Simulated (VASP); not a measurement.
# Si in VASP: a series of runs

Runs on Si. Level: PBE+D3(BJ). Tasks: single point.

All numbers are computed with VASP 6.6.1; they aren't measurements. Logs are shortened: lines on timing, memory, paths and dates and some standing lists are left out, and cuts for length are marked.

**1. The cell of the first run**

The cell holds a slab with vacuum, 4 atoms: a = 3.848 Å, b = 3.848 Å, c = 18.442 Å, α = 90.00°, β = 90.00°, γ = 120.00°.

**2. Single point, PBE+D3(BJ)**

The input, INCAR:

```
SYSTEM = Si
PREC = Accurate ; ENCUT = 520
EDIFF = 1E-6 ; ISMEAR = 0
SIGMA = 0.1 ; LREAL = .FALSE.
LASPH = .TRUE. ; NELM = 80
ALGO = Normal ; ISIF = 2
LWAVE = .FALSE. ; LCHARG = .TRUE.
LDIPOL = .TRUE. ; IDIPOL = 3
DIPOL = 0.5 0.5 0.383 ; GGA = PE
IVDW = 12 ; LELF = .TRUE.
LVHAR = .TRUE. ; LVACPOTAV = .TRUE.
NBANDS = 16
```

The input, KPOINTS:

```
regular mesh
0
G
  9 9 1
  0 0 0
```

The input, POSCAR:

```
Si
1.0
    3.8475254770      0.0000000000      0.0000000000
   -1.9237627385      3.3320548047      0.0000000000
    0.0000000000      0.0000000000     18.4415958116
Si
4
Direct
    0.3333333333      0.6666666667      0.2695427205
    0.6666666667      0.3333333333      0.2440135900
    0.0000000000      1.0000000000      0.5228178684
    0.3333333333      0.6666666667      0.4972887379
```

Potentials or basis: VASP PAW PBE potentials, release 64 (Si).

Launch:

```bash
$ cat potpaw_PBE.64/Si/POTCAR > POTCAR
$ mpirun -np 1 vasp_std > vasp.out
```

OUTCAR:

```text
SYSTEM = Si
   PREC = Accurate
   ENCUT = 520
   EDIFF = 1E-6
   ISMEAR = 0
   LREAL = .FALSE.
   LASPH = .TRUE.
   NELM = 80
   ISIF = 2
   GGA = PE
   IVDW = 12
 IVDW          = 12

 ion  position               nearest neighbor table
   1  0.333  0.667  0.270-   2 2.27   2 2.27   2 2.27
   2  0.667  0.333  0.244-   1 2.27   1 2.27   1 2.27
   3  0.000  0.000  0.523-   4 2.27   4 2.27   4 2.27
   4  0.333  0.667  0.497-   3 2.27   3 2.27   3 2.27

  LATTYP: Found a hexagonal cell.
 ALAT       =     3.8475254770
 C/A-ratio  =     4.7931055744

  Lattice vectors:

 A1 = (   3.8475254770,   0.0000000000,   0.0000000000)
 A2 = (  -1.9237627385,   3.3320548047,   0.0000000000)
 A3 = (   0.0000000000,   0.0000000000,  18.4415958116)

Analysis of symmetry for initial positions (statically):
=====================================================================
 Subroutine PRICEL returns:
 Original cell was already a primitive cell.

 Routine SETGRP: Setting up the symmetry group for a
 hexagonal supercell.

 Subroutine GETGRP returns: Found 12 space group operations
 (whereof  6 operations were pure point group operations)
 out of a pool of 24 trial point group operations.

The static configuration has the point symmetry C_3v.
 The point group associated with its full space group is D_3d.

Analysis of symmetry for dynamics (positions and initial velocities):
=====================================================================
 Subroutine PRICEL returns:
 Original cell was already a primitive cell.

 Routine SETGRP: Setting up the symmetry group for a
 hexagonal supercell.

 Subroutine GETGRP returns: Found 12 space group operations
 (whereof  6 operations were pure point group operations)
 out of a pool of 24 trial point group operations.

The dynamic configuration has the point symmetry C_3v.
 The point group associated with its full space group is D_3d.

 Subroutine INISYM returns: Found 12 space group operations
 (whereof  6 operations are pure point group operations),
 and found     1 'primitive' translations

----------------------------------------------------------------------------------------

                                     Primitive cell

  volume of cell :     236.4243

  direct lattice vectors                    reciprocal lattice vectors
     3.847525477  0.000000000  0.000000000     0.259907311  0.150057556  0.000000000
    -1.923762739  3.332054805  0.000000000     0.000000000  0.300115112  0.000000000
     0.000000000  0.000000000 18.441595812     0.000000000  0.000000000  0.054225242

  length of vectors
     3.847525477  3.847525477 18.441595812     0.300115112  0.300115112  0.054225242

  position of ions in fractional coordinates (direct lattice)
     0.333333333  0.666666667  0.269542720
     0.666666667  0.333333333  0.244013590
     0.000000000  0.000000000  0.522817868
     0.333333333  0.666666667  0.497288738

  ion indices of the primitive-cell ions
   primitive index   ion index
                 1           1
                 2           2
                 3           3
                 4           4

----------------------------------------------------------------------------------------

 KPOINTS: regular mesh

Automatic generation of k-mesh.
 Grid dimensions read from file:
 generate k-points for:    9    9    1

 Generating k-lattice:

  Cartesian coordinates                     Fractional coordinates (reciprocal lattice)
     0.028878590  0.016673062  0.000000000     0.111111111  0.000000000  0.000000000
     0.000000000  0.033346124  0.000000000     0.000000000  0.111111111  0.000000000
     0.000000000  0.000000000  0.054225242     0.000000000  0.000000000  1.000000000

  Length of vectors
     0.033346124  0.033346124  0.054225242

  Shift w.r.t. Gamma in fractional coordinates (k-lattice)
     0.000000000  0.000000000  0.000000000

 Subroutine IBZKPT returns following result:
 ===========================================

 Found     12 irreducible k-points:

 Following reciprocal coordinates:
            Coordinates               Weight
  0.000000  0.000000  0.000000      1.000000
  0.111111  0.000000  0.000000      6.000000
  0.222222  0.000000  0.000000      6.000000
  0.333333  0.000000  0.000000      6.000000
  0.444444  0.000000  0.000000      6.000000
  0.111111  0.111111  0.000000      6.000000
  0.222222  0.111111  0.000000     12.000000
  0.333333  0.111111  0.000000     12.000000
  0.444444  0.111111  0.000000      6.000000
  0.222222  0.222222  0.000000      6.000000
  0.333333  0.222222  0.000000     12.000000
  0.333333  0.333333  0.000000      2.000000
   k-points           NKPTS =     12   k-points in BZ     NKDIM =     12   number of bands    NBANDS=     16
   number of dos      NEDOS =    301   number of ions     NIONS =      4
   total plane-waves  NPLWV = 126000
   dimension x,y,z NGX =    30 NGY =   30 NGZ =  140
   dimension x,y,z NGXF=    60 NGYF=   60 NGZF=  280
   ions per type =               4
   NGX,Y,Z   is equivalent  to a cutoff of  12.96, 12.96, 12.62 a.u.
   NGXF,Y,Z  is equivalent  to a cutoff of  25.93, 25.93, 25.24 a.u.
 SYSTEM =  Si
   PREC   = accura    normal or accurate (medium, high low for compatibility)
   ISTART =      0    job   : 0-new  1-cont  2-samecut
   ICHARG =      2    charge: 1-file 2-atom 10-const
   ISPIN  =      1    spin polarized calculation?
   LNONCOLLINEAR =      F non collinear calculations
   LSORBIT =      F    spin-orbit coupling
   LASPH  =      T    aspherical Exc in radial PAW
   ENCUT  =  520.0 eV  38.22 Ry    6.18 a.u.   7.15  7.15 34.29*2*pi/ulx,y,z
   NELM   =     80;   NELMIN=  2; NELMDL= -5     # of ELM steps
   EDIFF  = 0.1E-05   stopping-criterion for ELM
   LREAL  =      F    real-space projection
   EDIFFG = 0.1E-04   stopping-criterion for IOM
   NSW    =      0    number of steps for IOM
   IBRION =     -1    ionic relax: 0-MD 1-quasi-New 2-CG
   NFREE  =      0    steps in history (QN), initial steepest desc. (CG)
   ISIF   =      2    stress and relaxation
   ISYM   =      2    0-nonsym 1-usesym 2-fastsym
   POTIM  = 0.5000    time-step for ionic-motion
   TEBEG  =    0.0;   TEEND  =   0.0 temperature during run
   PSTRESS=    0.0 pullay stress
   NELECT =      16.0000    total number of electrons
   NUPDOWN=      -1.0000    fix difference up-down
   EMIN   =  10.00;   EMAX   =-10.00  energy-range for DOS
   EFERMI =   0.00;   METHOD = LEGACY
   ISMEAR =     0;   SIGMA  =   0.10  broadening in eV -4-tet -1-fermi 0-gaus
   EFERMI_NEDOS =   21; number of points for ismear=-14 and -15
   IALGO  =     38    algorithm
   IMIX   =      4    mixing-type and parameters
     AMIX     =   0.40;   BMIX     =  1.00
     AMIX_MAG =   1.60;   BMIX_MAG =  1.00
  volume/ion in A,a.u.               =      59.11       398.87
  Fermi-wavevector in a.u.,A,eV,Ry     =   0.667141  1.260713  6.055637  0.445077
  Thomas-Fermi vector in A             =   1.741657
   LORBIT       =      0    0 simple, 1 ext, 2 COOP (PROOUT), +10 PAW based schemes
   GGA     = PE    functional components
   LHFCALC =     F    Hartree Fock is set to
   AEXX    =    0.0000 exact exchange contribution
   IVDW    =    12    specifies the selected vdW correction
   LEPSILON=     F    determine dielectric tensor
   LRPA    =     F    only Hartree local field effects (RPA)
 non-spin polarized calculation
 Gauss-broadening in eV      SIGMA  =   0.10
  energy-cutoff  :      520.00
  volume of cell :      236.42
 maximum number of plane-waves:      6399
 NGX is ok and might be reduce to    30
   NGX = 15   NGY = 15   NGZ = 69

 dipolmoment           0.000000      0.000000      0.000141 electrons x Angstroem

 number of electron      16.0000002 magnetization

 dipolmoment           0.000000      0.000000     -0.000003 electrons x Angstroem

 Free energy of the ion-electron system (eV)
  ---------------------------------------------------
  ext. energy  EPLUGINS =         0.00000000
  ---------------------------------------------------
  free energy    TOTEN  =       -19.18167137 eV

  energy without entropy =      -19.17888525  energy(sigma->0) =      -19.18027831

 E-fermi :  -1.0004     XC(G=0):  -4.2593

 val. band max:       -1.0003964544   @ k =   0.3333   0.3333   0.0000
 cond. band min:      -1.0003861381   @ k =   0.3333   0.3333   0.0000
 fundamental gap:      0.0000103163
 Fermi energy:        -1.0003912963

 k-point     1 :       0.0000    0.0000    0.0000
  band No.  band energies     occupation
      1     -12.1345      2.00000
      2     -12.0697      2.00000
      3      -4.5325      2.00000
      4      -3.8652      2.00000
      5      -2.1972      2.00000
      6      -2.1972      2.00000
[... 8 lines left out ...]
     15       2.0460      0.00000
     16       2.4661      0.00000

 k-point     2 :       0.1111    0.0000    0.0000
  band No.  band energies     occupation
      1     -11.9889      2.00000
      2     -11.9244      2.00000
      3      -4.4298      2.00000
      4      -3.8039      2.00000
      5      -3.1696      2.00000
      6      -3.1040      2.00000
[... 8 lines left out ...]
     15       2.5639      0.00000
     16       2.5780      0.00000

 k-point     3 :       0.2222    0.0000    0.0000
  band No.  band energies     occupation
      1     -11.5580      2.00000
      2     -11.4944      2.00000
      3      -5.0579      2.00000
      4      -4.9783      2.00000
      5      -3.8353      2.00000
      6      -3.2343      2.00000
[... 8 lines left out ...]
     15       3.8458      0.00000
     16       3.8810      0.00000
[... 134 lines left out ...]
 k-point    11 :       0.3333    0.2222    0.0000
  band No.  band energies     occupation
      1      -9.6371      2.00000
      2      -9.5851      2.00000
      3      -8.0801      2.00000
      4      -8.0429      2.00000
      5      -5.0600      2.00000
      6      -5.0410      2.00000
[... 8 lines left out ...]
     15       4.6978      0.00000
     16       5.1167      0.00000

 k-point    12 :       0.3333    0.3333    0.0000
  band No.  band energies     occupation
      1      -8.8546      2.00000
      2      -8.8051      2.00000
      3      -8.8051      2.00000
      4      -8.7718      2.00000
      5      -5.4621      2.00000
      6      -5.4621      2.00000
[... 8 lines left out ...]
     15       5.0627      0.00000
     16       5.3268      0.00000

------------------------ aborting loop because EDIFF is reached ----------------------------------------

 Edisp (eV)   -0.93454

 E8    (eV) :    -0.3957

  FORCE on cell =-STRESS in cart. coord.  units (eV):
  Direction    XX          YY          ZZ          XY          YZ          ZX
  --------------------------------------------------------------------------------------
  -------------------------------------------------------------------------------------
  Total      -0.07742    -0.07742    -0.97165     0.00000     0.00000    -0.00000
  in kB      -0.52463    -0.52463    -6.58460     0.00000     0.00000    -0.00000
  external pressure =       -2.54 kB  Pullay stress =        0.00 kB

 VOLUME and BASIS-vectors are now :
 -----------------------------------------------------------------------------
  energy-cutoff  :      520.00
  volume of cell :      236.42
      direct lattice vectors                 reciprocal lattice vectors
     3.847525477  0.000000000  0.000000000     0.259907311  0.150057556  0.000000000
    -1.923762739  3.332054805  0.000000000     0.000000000  0.300115112  0.000000000
     0.000000000  0.000000000 18.441595812     0.000000000  0.000000000  0.054225242

 POSITION                                       TOTAL-FORCE (eV/Angst)
 -----------------------------------------------------------------------------------
     -0.00000      2.22137      4.97080        -0.000000      0.000000      0.181710
      1.92376      1.11068      4.50000        -0.000000      0.000000      0.035907
      0.00000      0.00000      9.64160         0.000000     -0.000000     -0.035907
     -0.00000      2.22137      9.17080         0.000000      0.000000     -0.181710
 -----------------------------------------------------------------------------------
    total drift:                                0.000000      0.000000     -0.000034

  FREE ENERGIE OF THE ION-ELECTRON SYSTEM (eV)
  ---------------------------------------------------
  free  energy   TOTEN  =       -20.1162120159 eV

  energy  without entropy=      -20.1134258944  energy(sigma->0) =      -20.11481896

 vacuum level on the upper side and lower side of the slab         3.606         3.606
```

Wall time 74 s (1 thread of Intel Xeon 6975P-C (Granite Rapids), shared host); peak memory 0.34 GiB.

Results:

```yaml
Free_energy: -20.1162 eV
Largest_force: 0.182 eV/Å
Band_gap_on_the_k_mesh: zero (filled and empty bands touch)
Dispersion_energy_per_atom: -0.234 eV
```

Forces in eV/Å, atoms in the order of the input:
```
Si   0.000  0.000  0.182
Si   0.000  0.000  0.036
Si   0.000  0.000 -0.036
Si   0.000  0.000 -0.182
```

**3. Single point, PBE+D3(BJ)**

The input, INCAR:

```
ALGO     = Normal         # electronic algorithm
DIPOL    = 0.5 0.5 0.383
EDIFF    = 1E-6           # SCF threshold, eV
ENCUT    = 520            # plane-wave cutoff, eV
GGA      = PE             # functional
IDIPOL   = 3            
ISIF     = 2              # what is computed and relaxed
ISMEAR   = 0              # smearing method
IVDW     = 12             # dispersion correction
LASPH    = True           # aspherical terms in the spheres
LCHARG   = True           # write CHGCAR
LDIPOL   = True         
LELF     = True           # ELF
LREAL    = False          # projectors in reciprocal space
LVACPOTAV= True         
LVHAR    = True         
LWAVE    = False          # write WAVECAR
NBANDS   = 16             # bands
NELM     = 60             # most SCF steps
PREC     = Accurate       # precision mode
SIGMA    = 0.1            # smearing width, eV
```

The input, KPOINTS:

```
k-points
0
Gamma
  9 9 1
```

POSCAR, as its differences from that of step 2:

```diff
@@ -10,3 +10,3 @@
     0.6666666667      0.3333333333      0.2440135900
-    0.0000000000      1.0000000000      0.5228178684
-    0.3333333333      0.6666666667      0.4972887379
+    0.3333333333      1.6666666667      0.5228178684
+    0.6666666667      1.3333333333      0.4972887379
```

Potentials or basis: VASP PAW PBE potentials, release 64 (Si).

Launch:

```bash
$ cat potpaw_PBE.64/Si/POTCAR > POTCAR
$ mpirun -np 1 vasp_std > vasp.out
```

Run time: 74 s. Hardware: 1 thread of Intel Xeon 6975P-C (Granite Rapids), shared host; peak memory 0.35 GiB.

The run converged. Its results:

* Free energy: -20.0772 eV
* Largest force: 0.087 eV/Å
* Band gap on the k mesh: 0.52 eV, direct
* Dispersion energy per atom: -0.234 eV

Forces on the atoms (eV/Å):
```
Si   0.000  0.000  0.087
Si   0.000  0.000  0.031
Si   0.000  0.000 -0.031
Si   0.000  0.000 -0.087
```

Levels at points of the mesh, in eV from the valence-band top:
```tsv
k point	band 5	band 6	band 7	band 8	band 9	band 10	band 11	band 12
(0.00, 0.00, 0.00)	-0.94	-0.94	-0.91	-0.91	2.27	2.35	2.50	3.28
```
